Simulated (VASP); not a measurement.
Write the native input for VASP 6.6.1 that does the following.

```yaml
Task: single point
Functional: PBE
Dispersion: D3(BJ)
Potentials_or_basis: VASP PAW PBE potentials, release 64 (Ba_sv, Ti_sv, O)
Cutoff: 520 eV
k_mesh: 4 × 4 × 4
Occupations: gaussian, width 0.01 eV
Spin: no spin polarisation
Dipole_correction: no
Further_INCAR_settings: ALGO = Normal; EDIFF = 1e-07; NBANDS = 28
```

The structure of BaTiO3 lies in POSCAR:

```
BaTiO3
1.0
    4.0060000000      0.0000000000      0.0000000000
    0.0000000000      4.0060000000      0.0000000000
    0.0000000000      0.0000000000      4.0060000000
Ba Ti O
1 1 3
Direct
    0.5000000000      0.5000000000      0.5000000000
    0.0000000000      0.0000000000      0.0000000000
    0.5000000000      0.0000000000      0.0000000000
    0.0000000000      0.5000000000      0.0000000000
    0.0000000000      0.0000000000      0.5000000000
```

The input as run:

INCAR

```
SYSTEM = BaTiO3
PREC = Accurate
ENCUT = 520
EDIFF = 1E-7
ISMEAR = 0
SIGMA = 0.01
LREAL = .False.
LASPH = .True.
NELM = 60
ALGO = Normal
ISIF = 2
LWAVE = .False.
LCHARG = .False.
GGA = PE
IVDW = 12
NBANDS = 28
```

KPOINTS

```
Automatic mesh
0
Gamma
  4 4 4
  0 0 0
```

Potentials or basis: VASP PAW PBE potentials, release 64 (Ba_sv, Ti_sv, O).

The run is started by

```bash
$ cat potpaw_PBE.64/Ba_sv/POTCAR potpaw_PBE.64/Ti_sv/POTCAR potpaw_PBE.64/O/POTCAR > POTCAR
$ mpirun -np 1 vasp_std > vasp.out
```

Results of the run:

```json
{
  "Pressure": "0.1 GPa",
  "Band gap on the k mesh": "1.72 eV, indirect (least direct gap 1.87 eV)",
  "Dispersion energy per atom": "-0.264 eV"
}
```

Caveat: spin-orbit coupling is left out, which moves the levels of the heavy elements.

It took 21 s on 1 thread of AMD EPYC 7R13 Processor (Zen 3), on a shared host, peak memory 0.16 GiB.
